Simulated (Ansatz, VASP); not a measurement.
**Na in VASP and in Ansatz**

Contents of INCAR:

```
SYSTEM = Na
PREC     = Accurate       ! precision mode
ENCUT    = 520            ! plane-wave cutoff, eV
EDIFF    = 1E-6           ! SCF threshold, eV
ISMEAR   = -1             ! smearing method
SIGMA    = 0.05           ! smearing width, eV
LREAL    = .FALSE.        ! projectors in reciprocal space
LASPH    = .TRUE.         ! aspherical terms in the spheres
NELM     = 100            ! most SCF steps
ALGO     = Normal         ! electronic algorithm
ISIF     = 2              ! what is computed and relaxed
LWAVE    = .FALSE.        ! write WAVECAR
LCHARG   = .FALSE.        ! write CHGCAR
NBANDS   = 14             ! bands
```

The input KPOINTS:

```
Automatic mesh
0
G
  11 11 6
  0 0 0
```

Contents of POSCAR:

```
Na
1.0
    3.8165724849      0.0000000000      0.0000000000
   -1.9082862425      3.3052487273      0.0000000000
    0.0000000000      0.0000000000      6.2349829711
Na
2
Direct
    0.3333333333      0.6666666667      0.2500000000
    0.6666666667      0.3333333333      0.7500000000
```

Input for Ansatz:

```yaml
crystal:
  lattice:
    - [3.8165724849, 0.0, 0.0]
    - [-1.9082862425, 3.3052487273, 0.0]
    - [0.0, 0.0, 6.2349829711]
  atoms:
    - { symbol: Na, position: [0.3333333333, 0.6666666667, 0.25] }
    - { symbol: Na, position: [0.6666666667, 0.3333333333, 0.75] }
kpoints:
  mp_grid: { grid: [11, 11, 6] }
  band_path:
    path:
      - [0.0, 0.0, 0.0]
      - [0.5, 0.0, 0.0]
      - [0.3333333333, 0.3333333333, 0.0]
      - [0.0, 0.0, 0.0]
      - [0.0, 0.0, 0.5]
      - [0.5, 0.0, 0.5]
      - [0.3333333333, 0.3333333333, 0.5]
      - [0.0, 0.0, 0.5]
      - [0.5, 0.0, 0.5]
    npoints: 5
scf:
  occupations: { method: fermi_dirac, width: 0.05 }
hamiltonian:
  xc: lda
  pseudopotentials: { kind: all_electron, lapw: { basis_error: 0.0005 } }
output:
  forces: true
  stress: true
  eigenvalues: true
```

Change from the starting cell: volume scaled by 1.04.

Alike in both runs: task single point; functional LDA; k mesh 11 × 11 × 6; occupations fermi-dirac, width 0.05 eV; no spin polarisation.

```csv
,VASP,Ansatz
version,VASP 6.6.1,Ansatz 0.2.0
potentials or method,"VASP PAW LDA potentials, release 64 (Na_pv), cutoff 520 eV","all-electron LAPW, scalar-relativistic"
```

|  | VASP | Ansatz | Ansatz less VASP |
| --- | --- | --- | --- |
| pressure (GPa) | -1.0 | -1.1 | -0.05 |
| traceless stress, the component that is largest in VASP (GPa) | 0.16 | 0.16 | 0.000 |

LDA's correlation is that of Perdew and Zunger in VASP and of Perdew and Wang (1992) in Ansatz. Ansatz ran all-electron here, and VASP with PAW potentials.
